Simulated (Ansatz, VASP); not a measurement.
# HC12: VASP beside Ansatz

Contents of INCAR:

```
SYSTEM = HC12
PREC = Accurate
ENCUT = 520
EDIFF = 1E-6
ISMEAR = 0
SIGMA = 0.05
LREAL = Auto
LASPH = .True.
NELM = 80
ALGO = Normal
ISIF = 2
LWAVE = .False.
LCHARG = .False.
LDIPOL = .True.
IDIPOL = 3
DIPOL = 0.5 0.5 0.291
GGA = CA
NBANDS = 68
```

KPOINTS

```
regular mesh
0
Gamma
  6 4 1
  0 0 0
```

Contents of POSCAR:

```
HC12
1.0
    4.8892663280      0.0000000000      0.0000000000
   -2.4446331640      6.7739291692      0.0000000000
    0.0000000000      0.0000000000     22.7684096771
C H
24 2
Direct
    0.4020794403      0.3041588806      0.1756820110
    0.4020794403      0.8041588805      0.1756820110
    0.9020794403      0.3041588806      0.1756820110
    0.9020794403      0.8041588805      0.1756820110
    0.1630408159      0.3260816317      0.2059829668
    0.1630408159      0.8260816317      0.2059829668
    0.6630408159      0.3260816317      0.2059829668
    0.6630408159      0.8260816317      0.2059829668
    0.1846395683      0.3692791367      0.2666259491
    0.1846395683      0.8692791367      0.2666259491
    0.6846395683      0.3692791367      0.2666259491
    0.6846395683      0.8692791367      0.2666259491
    0.4461625696      0.3923265051      0.2960492075
    0.4461625696      0.8923265051      0.2960492075
    0.9461625696      0.3923265051      0.2960492075
    0.9461625696      0.8923265051      0.2960492075
    0.4715644646      0.4431294558      0.3591099590
    0.4715644646      0.9431294558      0.3591099590
    0.9715644646      0.4431294558      0.3591099590
    0.9715644646      0.9431294558      0.3591099590
    0.2327030006      0.4654044969      0.3851129614
    0.2327030006      0.9654044969      0.3851129614
    0.7327030006      0.4654044969      0.3851129614
    0.7327030006      0.9654044969      0.3851129614
    0.2327030006      0.7814163725      0.4048771876
    0.2327030006      1.1493926212      0.4048771876
```

Input for Ansatz:

```yaml
crystal:
  lattice:
    - [4.889266328, 0.0, 0.0]
    - [-2.444633164, 6.7739291692, 0.0]
    - [0.0, 0.0, 22.7684096771]
  atoms:
    - { symbol: C, position: [0.4020794403, 0.3041588806, 0.175682011] }
    - { symbol: C, position: [0.4020794403, 0.8041588805, 0.175682011] }
    - { symbol: C, position: [0.9020794403, 0.3041588806, 0.175682011] }
    - { symbol: C, position: [0.9020794403, 0.8041588805, 0.175682011] }
    - { symbol: C, position: [0.1630408159, 0.3260816317, 0.2059829668] }
    - { symbol: C, position: [0.1630408159, 0.8260816317, 0.2059829668] }
    - { symbol: C, position: [0.6630408159, 0.3260816317, 0.2059829668] }
    - { symbol: C, position: [0.6630408159, 0.8260816317, 0.2059829668] }
    - { symbol: C, position: [0.1846395683, 0.3692791367, 0.2666259491] }
    - { symbol: C, position: [0.1846395683, 0.8692791367, 0.2666259491] }
    - { symbol: C, position: [0.6846395683, 0.3692791367, 0.2666259491] }
    - { symbol: C, position: [0.6846395683, 0.8692791367, 0.2666259491] }
    - { symbol: C, position: [0.4461625696, 0.3923265051, 0.2960492075] }
    - { symbol: C, position: [0.4461625696, 0.8923265051, 0.2960492075] }
    - { symbol: C, position: [0.9461625696, 0.3923265051, 0.2960492075] }
    - { symbol: C, position: [0.9461625696, 0.8923265051, 0.2960492075] }
    - { symbol: C, position: [0.4715644646, 0.4431294558, 0.359109959] }
    - { symbol: C, position: [0.4715644646, 0.9431294558, 0.359109959] }
    - { symbol: C, position: [0.9715644646, 0.4431294558, 0.359109959] }
    - { symbol: C, position: [0.9715644646, 0.9431294558, 0.359109959] }
    - { symbol: C, position: [0.2327030006, 0.4654044969, 0.3851129614] }
    - { symbol: C, position: [0.2327030006, 0.9654044969, 0.3851129614] }
    - { symbol: C, position: [0.7327030006, 0.4654044969, 0.3851129614] }
    - { symbol: C, position: [0.7327030006, 0.9654044969, 0.3851129614] }
    - { symbol: H, position: [0.2327030006, 0.7814163725, 0.4048771876] }
    - { symbol: H, position: [0.2327030006, 1.1493926212, 0.4048771876] }
basis:
  ecutwfc: 420
kpoints:
  mp_grid: { grid: [6, 4, 1] }
hamiltonian:
  xc: lda
  pseudopotentials: { kind: paw, azcp: { folder: soft_1 } }
scf:
  occupations: { method: gaussian, width: 0.05 }
output:
  forces: true
  eigenvalues: true
efield:
  axis: 3
  dipole_correction: true
  ramp_width: 0.04
```

Alike in both runs: task single point; functional LDA; k mesh 6 × 4 × 1; occupations gaussian, width 0.05 eV; no spin polarisation.

```csv
,VASP,Ansatz
version,VASP 6.6.1,Ansatz 0.2.0
potentials or method,"VASP PAW LDA potentials, release 64 (C, H), cutoff 520 eV","scalar-relativistic, plane waves, PAW"
valence electrons in the cell,98,98
```

VASP gave:

- gap on the k mesh at the Fermi level (eV): none
- rms of the force components (eV/Å): 1.413

Problem. Estimate Ansatz's values.

Solution. gap on the k mesh at the Fermi level (eV): none; rms of the force components (eV/Å): 1.417.

Ansatz warns that its potentials were made for another functional, while VASP's fit it. LDA's correlation is that of Perdew and Zunger in VASP and of Perdew and Wang (1992) in Ansatz. Atom by atom the forces differ by 0.022 eV/Å (rms over components). A gap of «none» marks a metal or a gap that the smearing closes.
